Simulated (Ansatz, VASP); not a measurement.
Two plane-wave programs on SiO2

```xyz
36
Lattice="6.7985 3.9251 4.9453 -6.7985 3.9251 4.9453 0.0000 -7.8502 4.9453" Properties=species:S:1:pos:R:3 pbc="T T T"
Si    1.5559   -5.1450    6.5028
Si   -5.2336    1.2251    6.5028
Si    3.6777    3.9199    6.5028
Si   -5.2336   -1.2251    8.3332
Si    1.5559    5.1450    8.3332
Si    3.6777   -3.9199    8.3332
Si   -1.5559    5.1450    8.3332
Si    5.2336   -1.2251    8.3332
Si   -3.6777   -3.9199    8.3332
Si    5.2336    1.2251    6.5028
Si   -1.5559   -5.1450    6.5028
Si   -3.6777    3.9199    6.5028
O     1.7888   -4.7519    4.9453
O    -5.0097    0.8268    4.9453
O     3.2209    3.9251    4.9453
O     5.0097    0.8268    4.9453
O    -1.7888   -4.7519    4.9453
O    -3.2209    3.9251    4.9453
O    -2.0509   -1.1841   12.9902
O     0.0000    2.3681   12.9902
O     2.0509   -1.1841   12.9902
O     0.0000   -2.3681    1.8458
O    -2.0509    1.1841    1.8458
O     2.0509    1.1841    1.8458
O    -4.3613    2.5180    6.9083
O     0.0000   -5.0360    6.9083
O     4.3613    2.5180    6.9083
O    -4.3613   -2.5180    7.9276
O     4.3613   -2.5180    7.9276
O     0.0000    5.0360    7.9276
O    -2.3588    4.0856    7.4180
O    -2.3588   -4.0856    7.4180
O     4.7177    0.0000    7.4180
O     2.3588   -4.0856    7.4180
O     2.3588    4.0856    7.4180
O    -4.7177    0.0000    7.4180
```

Alike in both runs: functional PBE; k mesh 3 × 3 × 3; occupations fermi-dirac, width 0.02 eV; no spin polarisation.

Ansatz relaxed the structure, and its values are those at the end. VASP's run is a single point on that final structure, the one shown.

|  | VASP | Ansatz |
| --- | --- | --- |
| version | VASP 6.6.1 | Ansatz 0.2.0 |
| potentials or method | VASP PAW PBE potentials, release 64 (Si, O) | plane-wave PAW, scalar-relativistic |
| plane-wave cutoff (eV) | 520 | 420 |
| valence electrons in the cell | 192 | 192 |

```tsv
	VASP	Ansatz	Ansatz less VASP
gap on the k mesh at the Fermi level (eV)	5.78	5.78	+0.006
pressure (GPa)	1.6	1.5	-0.09
rms of the force components (eV/Å)	0.017	0.004	-0.0133
```

With one functional, cell and mesh, what is left measures potentials, basis and numerics. Ansatz's warnings: stress scf threshold loose.
